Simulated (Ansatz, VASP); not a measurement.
## Two plane-wave programs on LiF

```xyz
2
Lattice="0.0000 2.0039 2.0039 2.0039 0.0000 2.0039 2.0039 2.0039 0.0000" Properties=species:S:1:pos:R:3 pbc="T T T"
Li    0.0000    0.0000    0.0000
F     2.0039    2.0039    2.0039
```

Alike in both runs: functional PBEsol; k mesh 10 × 10 × 10; occupations gaussian, width 0.02 eV; no spin polarisation.

Ansatz relaxed the structure, and its values are those at the end. VASP's run is a single point on that final structure, the one shown.

|  | VASP | Ansatz |
| --- | --- | --- |
| version | VASP 6.6.1 | Ansatz 0.2.0 |
| potentials or method | VASP PAW PBE potentials, release 64 (Li_sv, F), cutoff 520 eV | scalar-relativistic, plane waves, PAW |
| valence electrons in the cell | 10 | 10 |

```tsv
	VASP	Ansatz	Ansatz less VASP
gap on the k mesh at the Fermi level (eV)	9.06	9.05	-0.006
least direct gap on the mesh (eV)	9.06	9.05	-0.006
```

VASP's potentials were made for PBE, not for PBEsol.

Noted on VASP's run: the cutoff is short for stress, so the pressure is rough.
